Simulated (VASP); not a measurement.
PbO2:

```
Pb O
1.0
     0.00000    2.57000    2.57000
     2.57000    0.00000    2.57000
     2.57000    2.57000    0.00000
Pb O
1 2
Cartesian
  0.0000 0.0000 0.0000
  1.2850 1.2850 1.2850
  3.8550 3.8550 3.8550
```

* Program: VASP 6.6.1
* Task: relaxation of cell and atoms
* Functional: LDA
* Potentials or basis: VASP PAW LDA potentials, release 64 (Pb_d, O)
* Cutoff: 600 eV
* k mesh: 6 × 6 × 6
* Occupations: methfessel-paxton, width 0.01 eV
* Spin: no spin polarisation

At the start: pressure 16.5 GPa; volume 11.32 Å³/atom.

Problem. How do energy, volume and symmetry change on relaxing?

Solution. Over 4 steps the energy falls by 44.5 meV/atom and the volume is 12.25 Å³/atom (+8.2 %); space group Fm-3m (No. 225, to 0.1 Å) before and after.

Step by step:
| step | energy change (eV) | largest force (eV/Å) | pressure (GPa) | volume (Å³) |
| --- | --- | --- | --- | --- |
| 1 | 0.0000 | 0.0000 | 16.52 | 33.95 |
| 2 | -0.0036 | 0.0000 | -11.75 | 40.01 |
| 3 | -0.1336 | 0.0000 | -0.20 | 36.79 |
| 4 | -0.1336 | 0.0000 | 0.07 | 36.74 |

Final structure:
```
Pb O
1.0
     0.00000    2.63848    2.63848
     2.63848    0.00000    2.63848
     2.63848    2.63848    0.00000
Pb O
1 2
Direct
  0.00000 0.00000 0.00000
  0.25000 0.25000 0.25000
  0.75000 0.75000 0.75000
```
